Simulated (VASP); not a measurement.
Crystal: Rh.

```xyz
2
Lattice="2.6868 0.0000 0.0000 -1.3434 2.3269 0.0000 0.0000 0.0000 4.3885" Properties=species:S:1:pos:R:3 pbc="T T T"
Rh    0.0000    1.5512    3.2914
Rh    1.3434    0.7756    1.0971
```

```yaml
Program: VASP 6.6.1
Task: relaxation of cell and atoms
Functional: PBE
Potentials_or_basis: VASP PAW PBE potentials, release 64 (Rh_pv)
Cutoff: 600 eV
k_mesh: 8 × 8 × 4
Occupations: gaussian, width 0.05 eV
Spin: no spin polarisation
```

At the start: pressure 7.5 GPa; volume 13.72 Å³/atom.

**Question.** How do energy, volume and symmetry change on relaxing?

**Answer.** Over 5 steps the energy falls by 12.1 meV/atom and the volume is 14.10 Å³/atom (+2.8 %); space group P6_3/mmc (No. 194, to 0.05 Å).

Step by step:
```tsv
step	energy change (eV)	largest force (eV/Å)	pressure (GPa)	volume (Å³)
1	0.0000	0.0000	7.54	27.44
2	0.0631	0.0000	-13.85	30.08
3	-0.0210	0.0000	-0.75	28.28
4	-0.0210	0.0000	-0.60	28.26
5	-0.0241	0.0000	0.09	28.19
```

Final structure:
```yaml
crystal:
  lattice:
    - [2.73130, 0.00000, 0.00000]
    - [-1.36565, 2.36537, 0.00000]
    - [0.00000, 0.00000, 4.36382]
  atoms:
    - { symbol: Rh, position: [0.33333, 0.66667, 0.75000] }
    - { symbol: Rh, position: [0.66667, 0.33333, 0.25000] }
```
